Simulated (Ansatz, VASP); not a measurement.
## Se: VASP beside Ansatz

```xyz
1
Lattice="-1.6522 1.6522 2.5136 1.6522 -1.6522 2.5136 1.6522 1.6522 -2.5136" Properties=species:S:1:pos:R:3 pbc="T T T"
Se    0.0000    0.0000    0.0000
```

Alike in both runs: task single point; functional PBEsol; k mesh 8 × 8 × 8; occupations gaussian, width 0.1 eV; no spin polarisation.

```csv
,VASP,Ansatz
version,VASP 6.6.1,Ansatz 0.2.0
potentials or method,"VASP PAW PBE potentials, release 64 (Se), cutoff 520 eV","scalar-relativistic, plane waves, PAW"
valence electrons in the cell,6,16
```

```csv
,VASP,Ansatz,Ansatz less VASP
gap on the k mesh at the Fermi level (eV),none,none,-
pressure (GPa),-12.9,-13.0,-0.02
"traceless stress, the component that is largest in VASP (GPa)",2.41,2.40,-0.005
```

VASP's potentials were made for PBE, not for PBEsol. A gap of «none» marks a metal or a gap that the smearing closes. VASP's potentials hold 6 valence electrons a cell and Ansatz's 16, so a difference there can come from the potentials and not from the codes.
